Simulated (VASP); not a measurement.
# Ir (P6/mmm) in VASP: a series of runs, part 2 of 2

VASP 6.6.1. Earlier steps stand in the parts before.

## Step 3: Single point, r2SCAN (volume scaled by 0.88)

POSCAR reads:

```
Ir
1.0
    4.1671614619      0.0000000000      0.0000000000
   -2.0835807309      3.6088676877      0.0000000000
    0.0000000000      0.0000000000      2.5736603228
Ir
3
Direct
    1.0000000000      1.0000000000      0.0000000000
    0.3333333333      0.6666666667      0.5000000000
    0.6666666667      0.3333333333      0.5000000000
```

INCAR.step1 reads:

```
PREC     = Accurate       # precision mode
ENCUT    = 520            # plane-wave cutoff, eV
ISMEAR   = -1             # smearing method
SIGMA    = 0.1            # smearing width, eV
LREAL    = False          # projectors in reciprocal space
LASPH    = True           # aspherical terms in the spheres
NELM     = 100            # most SCF steps
NBANDS   = 20             # bands
GGA      = PE             # functional
ALGO     = Normal         # electronic algorithm
EDIFF    = 1E-4           # SCF threshold, eV
LWAVE    = True           # write WAVECAR
LCHARG   = False          # write CHGCAR
```

INCAR.step2 reads:

```
PREC     = Accurate       # precision mode
ENCUT    = 520            # plane-wave cutoff, eV
EDIFF    = 1E-7           # SCF threshold, eV
ISMEAR   = -1             # smearing method
SIGMA    = 0.1            # smearing width, eV
LREAL    = False          # projectors in reciprocal space
LASPH    = True           # aspherical terms in the spheres
NELM     = 100            # most SCF steps
ALGO     = Normal         # electronic algorithm
ISIF     = 2              # what is computed and relaxed
LWAVE    = False          # write WAVECAR
LCHARG   = False          # write CHGCAR
METAGGA  = R2SCAN         # meta-GGA
LMIXTAU  = True         
NBANDS   = 20             # bands
ISTART   = 1
```

KPOINTS reads:

```
Automatic mesh
0
Gamma
  10 10 13
```

Potentials or basis: VASP PAW PBE potentials, release 64 (Ir).

Run with:

```sh
$ cat potpaw_PBE.64/Ir/POTCAR > POTCAR
$ cp INCAR.step1 INCAR
$ mpirun -np 1 vasp_std > vasp.out
$ cp INCAR.step2 INCAR
$ mpirun -np 1 vasp_std > vasp.out
```

OUTCAR:

```text
PREC = Accurate
   ENCUT = 520
   EDIFF = 1E-7
   ISMEAR = -1
   LREAL = False
   LASPH = True
   NELM = 100
   ISIF = 2
   METAGGA = R2SCAN
   ISTART = 1

 ion  position               nearest neighbor table
   1  0.000  0.000  0.000-   2 2.73   3 2.73   2 2.73   3 2.73   2 2.73   2 2.73   3 2.73   3 2.73
                             3 2.73   3 2.73   2 2.73   2 2.73
   2  0.333  0.667  0.500-   3 2.41   3 2.41   3 2.41   1 2.73   1 2.73   1 2.73   1 2.73   1 2.73
                             1 2.73
   3  0.667  0.333  0.500-   2 2.41   2 2.41   2 2.41   1 2.73   1 2.73   1 2.73   1 2.73   1 2.73
                             1 2.73

  LATTYP: Found a hexagonal cell.
 ALAT       =     4.1671614619
 C/A-ratio  =     0.6176051363

  Lattice vectors:

 A1 = (   4.1671614619,   0.0000000000,   0.0000000000)
 A2 = (  -2.0835807309,   3.6088676877,   0.0000000000)
 A3 = (   0.0000000000,   0.0000000000,   2.5736603228)

Analysis of symmetry for initial positions (statically):
=====================================================================
 Subroutine PRICEL returns:
 Original cell was already a primitive cell.

 Routine SETGRP: Setting up the symmetry group for a
 hexagonal supercell.

 Subroutine GETGRP returns: Found 24 space group operations
 (whereof 24 operations were pure point group operations)
 out of a pool of 24 trial point group operations.

The static configuration has the point symmetry D_6h.

Analysis of symmetry for dynamics (positions and initial velocities):
=====================================================================
 Subroutine PRICEL returns:
 Original cell was already a primitive cell.

 Routine SETGRP: Setting up the symmetry group for a
 hexagonal supercell.

 Subroutine GETGRP returns: Found 24 space group operations
 (whereof 24 operations were pure point group operations)
 out of a pool of 24 trial point group operations.

The dynamic configuration has the point symmetry D_6h.

 Subroutine INISYM returns: Found 24 space group operations
 (whereof 24 operations are pure point group operations),
 and found     1 'primitive' translations

----------------------------------------------------------------------------------------

                                     Primitive cell

  volume of cell :      38.7046

  direct lattice vectors                    reciprocal lattice vectors
     4.167161462  0.000000000  0.000000000     0.239971503  0.138547612  0.000000000
    -2.083580731  3.608867688  0.000000000     0.000000000  0.277095224  0.000000000
     0.000000000  0.000000000  2.573660323     0.000000000  0.000000000  0.388551664

  length of vectors
     4.167161462  4.167161462  2.573660323     0.277095224  0.277095224  0.388551664

  position of ions in fractional coordinates (direct lattice)
     0.000000000  0.000000000  0.000000000
     0.333333333  0.666666667  0.500000000
     0.666666667  0.333333333  0.500000000

  ion indices of the primitive-cell ions
   primitive index   ion index
                 1           1
                 2           2
                 3           3

----------------------------------------------------------------------------------------

 KPOINTS: Automatic mesh

Automatic generation of k-mesh.
 Grid dimensions read from file:
 generate k-points for:   10   10   13

 Generating k-lattice:

  Cartesian coordinates                     Fractional coordinates (reciprocal lattice)
     0.023997150  0.013854761  0.000000000     0.100000000 -0.000000000  0.000000000
     0.000000000  0.027709522  0.000000000     0.000000000  0.100000000  0.000000000
     0.000000000  0.000000000  0.029888590     0.000000000  0.000000000  0.076923077

  Length of vectors
     0.027709522  0.027709522  0.029888590

  Shift w.r.t. Gamma in fractional coordinates (k-lattice)
     0.000000000  0.000000000  0.000000000

 Subroutine IBZKPT returns following result:
 ===========================================

 Found     98 irreducible k-points:

 Following reciprocal coordinates:
            Coordinates               Weight
  0.000000  0.000000  0.000000      1.000000
  0.100000  0.000000  0.000000      6.000000
  0.200000  0.000000  0.000000      6.000000
  0.300000  0.000000  0.000000      6.000000
  0.400000  0.000000  0.000000      6.000000
  0.500000  0.000000  0.000000      3.000000
[... 16 lines left out ...]
  0.300000  0.100000  0.076923     24.000000
  0.400000  0.100000  0.076923     24.000000
 [... further k-points ...]
   k-points           NKPTS =     98   k-points in BZ     NKDIM =     98   number of bands    NBANDS=     20
   number of dos      NEDOS =    301   number of ions     NIONS =      3
   total plane-waves  NPLWV =  20480
   dimension x,y,z NGX =    32 NGY =   32 NGZ =   20
   dimension x,y,z NGXF=    64 NGYF=   64 NGZF=   40
   ions per type =               3
   NGX,Y,Z   is equivalent  to a cutoff of  12.77, 12.77, 12.92 a.u.
   NGXF,Y,Z  is equivalent  to a cutoff of  25.53, 25.53, 25.84 a.u.
 SYSTEM =  unknown system
   PREC   = accura    normal or accurate (medium, high low for compatibility)
   ISTART =      1    job   : 0-new  1-cont  2-samecut
   ICHARG =      0    charge: 1-file 2-atom 10-const
   ISPIN  =      1    spin polarized calculation?
   LNONCOLLINEAR =      F non collinear calculations
   LSORBIT =      F    spin-orbit coupling
   LASPH  =      T    aspherical Exc in radial PAW
   ENCUT  =  520.0 eV  38.22 Ry    6.18 a.u.   7.75  7.75  4.79*2*pi/ulx,y,z
   NELM   =    100;   NELMIN=  2; NELMDL=  0     # of ELM steps
   EDIFF  = 0.1E-06   stopping-criterion for ELM
   LREAL  =      F    real-space projection
   EDIFFG = 0.1E-05   stopping-criterion for IOM
   NSW    =      0    number of steps for IOM
   IBRION =     -1    ionic relax: 0-MD 1-quasi-New 2-CG
   NFREE  =      0    steps in history (QN), initial steepest desc. (CG)
   ISIF   =      2    stress and relaxation
   ISYM   =      2    0-nonsym 1-usesym 2-fastsym
   POTIM  = 0.5000    time-step for ionic-motion
   TEBEG  =    0.0;   TEEND  =   0.0 temperature during run
   PSTRESS=    0.0 pullay stress
   NELECT =      27.0000    total number of electrons
   NUPDOWN=      -1.0000    fix difference up-down
   EMIN   =  10.00;   EMAX   =-10.00  energy-range for DOS
   EFERMI =   0.00;   METHOD = LEGACY
   ISMEAR =    -1;   SIGMA  =   0.10  broadening in eV -4-tet -1-fermi 0-gaus
   EFERMI_NEDOS =   21; number of points for ismear=-14 and -15
   IALGO  =     38    algorithm
   IMIX   =      4    mixing-type and parameters
     AMIX     =   0.40;   BMIX     =  1.00
     AMIX_MAG =   1.60;   BMIX_MAG =  1.00
  volume/ion in A,a.u.               =      12.90        87.06
  Fermi-wavevector in a.u.,A,eV,Ry     =   1.451917  2.743726 28.681954  2.108064
  Thomas-Fermi vector in A             =   2.569359
   LORBIT       =      0    0 simple, 1 ext, 2 COOP (PROOUT), +10 PAW based schemes
   METAGGA = R2SCAN    functional components
   LHFCALC =     F    Hartree Fock is set to
   AEXX    =    0.0000 exact exchange contribution
   IVDW    =     0    specifies the selected vdW correction
   LEPSILON=     F    determine dielectric tensor
   LRPA    =     F    only Hartree local field effects (RPA)
 non-spin polarized calculation
  energy-cutoff  :      520.00
  volume of cell :       38.70
 maximum number of plane-waves:      1072
 NGX is ok and might be reduce to    32
   NGX = 15   NGY = 15   NGZ =  9

 number of electron      26.9999999 magnetization

 Free energy of the ion-electron system (eV)
  ---------------------------------------------------
  ext. energy  EPLUGINS =         0.00000000
  ---------------------------------------------------
  free energy    TOTEN  =      -155.11608620 eV

  energy without entropy =     -154.99563990  energy(sigma->0) =     -155.05586305

 E-fermi :  11.8754     XC(G=0): -15.9440

 val. band max:       11.8746523492   @ k =   0.3000   0.3000   0.3077
 cond. band min:      11.8785480774   @ k =   0.2000   0.0000   0.2308
 fundamental gap:      0.0038957283
 Fermi energy:        11.8753951398

 k-point     1 :       0.0000    0.0000    0.0000
  band No.  band energies     occupation
      1      -0.7011      2.00000
      2       3.0379      2.00000
      3       5.9894      2.00000
      4       6.3048      2.00000
      5       6.3048      2.00000
      6       6.3349      2.00000
[... 12 lines left out ...]
     19      21.7828      0.00000
     20      21.7936      0.00000
[... 507 lines left out ...]
 k-point    24 :       0.4000    0.1000    0.0769
  band No.  band energies     occupation
      1       2.2383      2.00000
      2       2.7903      2.00000
      3       3.4314      2.00000
      4       5.1022      2.00000
      5       5.3378      2.00000
      6       5.7151      2.00000
[... 12 lines left out ...]
     19      21.8726      0.00000
     20      26.8904      0.00000

 [... further k-points ...]
[... 5 lines left out ...]
  --------------------------------------------------------------------------------------
  -------------------------------------------------------------------------------------
  Total       16.4792357     16.4792357     14.5133856      0.0000000      0.0000000     -0.0000000
  in kB      682.1582441    682.1582441    600.7818446      0.0000000      0.0000000     -0.0000000
  external PRESSURE =     655.0327776 kB  Pullay stress =       0.0000000 kB

 VOLUME and BASIS-vectors are now :
 -----------------------------------------------------------------------------
  energy-cutoff  :      520.00
  volume of cell :       38.70
      direct lattice vectors                 reciprocal lattice vectors
     4.167161462  0.000000000  0.000000000     0.239971503  0.138547612  0.000000000
    -2.083580731  3.608867688  0.000000000     0.000000000  0.277095224  0.000000000
     0.000000000  0.000000000  2.573660323     0.000000000  0.000000000  0.388551664

 POSITION                                       TOTAL-FORCE (eV/Angst)
 -----------------------------------------------------------------------------------
      0.00000      0.00000      0.00000         0.000000      0.000000      0.000000
     -0.00000      2.40591      1.28683         0.000000      0.000000      0.000000
      2.08358      1.20296      1.28683        -0.000000      0.000000     -0.000000
 -----------------------------------------------------------------------------------
    total drift:                               -0.000000      0.000000      0.000000

  FREE ENERGIE OF THE ION-ELECTRON SYSTEM (eV)
  ---------------------------------------------------
  free  energy   TOTEN  =      -155.1160862025 eV

  energy  without entropy=     -154.9956398970  energy(sigma->0) =     -155.05586305
```

Wall time 1.7 min (1 thread of Intel Xeon 6975P-C (Granite Rapids), shared host); peak memory 0.2 GiB.

Results:

```
Free energy : -155.1161 eV
Pressure    : 65.5 GPa
```

Stress tensor (GPa, compression positive):
```
68.22  0.00  0.00
 0.00 68.22  0.00
 0.00  0.00 60.08
```

Caveat: the PAW data sets were made with another functional, which shifts forces and pressure a little; spin-orbit coupling is left out, which moves the levels of the heavy elements.

## Step 4: Single point, r2SCAN (volume scaled by 0.92)

POSCAR reads:

```
Ir
1.0
    4.2293670726      0.0000000000      0.0000000000
   -2.1146835363      3.6627393268      0.0000000000
    0.0000000000      0.0000000000      2.6120788274
Ir
3
Direct
    1.0000000000      1.0000000000      0.0000000000
    0.3333333333      0.6666666667      0.5000000000
    0.6666666667      0.3333333333      0.5000000000
```

INCAR.step1 reads:

```
SYSTEM = Ir
ALGO = Normal ; EDIFF = 1E-4
ENCUT = 520 ; GGA = PE
ISMEAR = -1 ; LASPH = .TRUE.
LCHARG = .FALSE. ; LREAL = .FALSE.
LWAVE = .TRUE. ; NBANDS = 20
NELM = 100 ; PREC = Accurate
SIGMA = 0.1
```

INCAR.step2 reads:

```
SYSTEM = Ir
ALGO = Normal ; EDIFF = 1E-7
ENCUT = 520 ; ISIF = 2
ISMEAR = -1 ; ISTART = 1
LASPH = .TRUE. ; LCHARG = .FALSE.
LMIXTAU = .TRUE. ; LREAL = .FALSE.
LWAVE = .FALSE. ; METAGGA = R2SCAN
NBANDS = 20 ; NELM = 100
PREC = Accurate ; SIGMA = 0.1
```

KPOINTS reads:

```
k-points
0
G
  10 10 13
  0 0 0
```

Potentials or basis: VASP PAW PBE potentials, release 64 (Ir).

Run with:

```sh
$ cat potpaw_PBE.64/Ir/POTCAR > POTCAR
$ cp INCAR.step1 INCAR
$ mpirun -np 1 vasp_std > vasp.out
$ cp INCAR.step2 INCAR
$ mpirun -np 1 vasp_std > vasp.out
```

OUTCAR:

```text
SYSTEM = Ir
   EDIFF = 1E-7
   ENCUT = 520
   ISIF = 2
   ISMEAR = -1
   ISTART = 1
   LASPH = .TRUE.
   LREAL = .FALSE.
   METAGGA = R2SCAN
   NELM = 100
   PREC = Accurate

 ion  position               nearest neighbor table
   1  0.000  0.000  0.000-   2 2.77   3 2.77   2 2.77   3 2.77   2 2.77   2 2.77   3 2.77   3 2.77
                             3 2.77   3 2.77   2 2.77   2 2.77
   2  0.333  0.667  0.500-   3 2.44   3 2.44   3 2.44   1 2.77   1 2.77   1 2.77   1 2.77   1 2.77
                             1 2.77
   3  0.667  0.333  0.500-   2 2.44   2 2.44   2 2.44   1 2.77   1 2.77   1 2.77   1 2.77   1 2.77
                             1 2.77

  LATTYP: Found a hexagonal cell.
[... 750 lines left out ...]
  --------------------------------------------------------------------------------------
  -------------------------------------------------------------------------------------
  Total       10.3626851     10.3626851      8.9944463      0.0000000      0.0000000      0.0000000
  in kB      410.3129416    410.3129416    356.1372028      0.0000000      0.0000000      0.0000000
  external PRESSURE =     392.2543620 kB  Pullay stress =       0.0000000 kB

 VOLUME and BASIS-vectors are now :
 -----------------------------------------------------------------------------
  energy-cutoff  :      520.00
  volume of cell :       40.46
      direct lattice vectors                 reciprocal lattice vectors
     4.229367073  0.000000000  0.000000000     0.236441998  0.136509851  0.000000000
    -2.114683536  3.662739327  0.000000000     0.000000000  0.273019702  0.000000000
     0.000000000  0.000000000  2.612078827     0.000000000  0.000000000  0.382836838

 POSITION                                       TOTAL-FORCE (eV/Angst)
 -----------------------------------------------------------------------------------
      0.00000      0.00000      0.00000        -0.000000      0.000000      0.000000
     -0.00000      2.44183      1.30604        -0.000000     -0.000000      0.000000
      2.11468      1.22091      1.30604         0.000000      0.000000      0.000000
 -----------------------------------------------------------------------------------
    total drift:                               -0.000000      0.000000      0.000000

  FREE ENERGIE OF THE ION-ELECTRON SYSTEM (eV)
  ---------------------------------------------------
  free  energy   TOTEN  =      -155.6856960735 eV

  energy  without entropy=     -155.5571586944  energy(sigma->0) =     -155.62142738
```

OSZICAR.step1:

```text
N       E                     dE             d eps       ncg     rms          rms(c)
DAV:   1     0.272094783206E+03    0.27209E+03   -0.12154E+04  3936   0.133E+03
DAV:   2    -0.145928441507E+02   -0.28669E+03   -0.27213E+03  3932   0.404E+02
DAV:   3    -0.262526598165E+02   -0.11660E+02   -0.10949E+02  4636   0.924E+01
DAV:   4    -0.265207636497E+02   -0.26810E+00   -0.26583E+00  4496   0.123E+01
DAV:   5    -0.265262864483E+02   -0.55228E-02   -0.55219E-02  4500   0.177E+00    0.318E+01
DAV:   6    -0.253992915797E+02    0.11270E+01   -0.19779E+00  4500   0.154E+01    0.147E+01
DAV:   7    -0.256074300225E+02   -0.20814E+00   -0.42072E+00  5492   0.225E+01    0.761E+00
DAV:   8    -0.250835599700E+02    0.52387E+00   -0.26156E+00  5536   0.161E+01    0.167E+00
DAV:   9    -0.250733421399E+02    0.10218E-01   -0.44845E-02  4224   0.211E+00    0.299E-01
DAV:  10    -0.250733422904E+02   -0.15042E-06   -0.95668E-04  5140   0.292E-01
   1 F= -.25073342E+02 E0= -.25006642E+02  d E =-.133401E+00
```

It took 1.7 min on 1 thread of Intel Xeon 6975P-C (Granite Rapids), shared host; peak memory 0.2 GiB.

Results:

```yaml
Free_energy: -155.6857 eV
Pressure: 39.2 GPa
```

Levels at points of the mesh, in eV from the Fermi level:
```tsv
k point	band 10	band 11	band 12	band 13	band 14	band 15	band 16	band 17	band 18	band 19
(0.00, 0.00, 0.00)	-3.57	-2.46	-2.46	-2.39	-2.39	1.39	1.39	7.13	8.54	9.51
(0.50, 0.00, 0.00)	-2.15	-2.12	-0.62	-0.34	0.26	0.27	0.35	0.48	1.51	8.91
```

Caveat: the PAW data sets were made with another functional, which shifts forces and pressure a little; spin-orbit coupling is left out, which moves the levels of the heavy elements.

## Step 5: The runs side by side

```csv
cell,k mesh,gap on the mesh (eV),pressure (GPa)
"a = 4.349, b = 4.349, c = 2.686 Å, angles 90.0, 90.0, 120.0°, 3 atoms",9 × 9 × 12,none,2.3
"a = 4.167, b = 4.167, c = 2.574 Å, angles 90.0, 90.0, 120.0°, 3 atoms",10 × 10 × 13,none,65.5
"a = 4.229, b = 4.229, c = 2.612 Å, angles 90.0, 90.0, 120.0°, 3 atoms",10 × 10 × 13,none,39.2
```

Alike in all rows: task single point; level r2SCAN; potentials or basis VASP PAW PBE potentials, release 64 (Ir); no spin polarisation; cutoff (eV) 520; smearing fermi-dirac 0.1 eV.

Caveats: the PAW data sets were made with another functional, which shifts forces and pressure a little; spin-orbit coupling is left out, which moves the levels of the heavy elements.

Absolute energies hang on the potentials; compare differences alone.
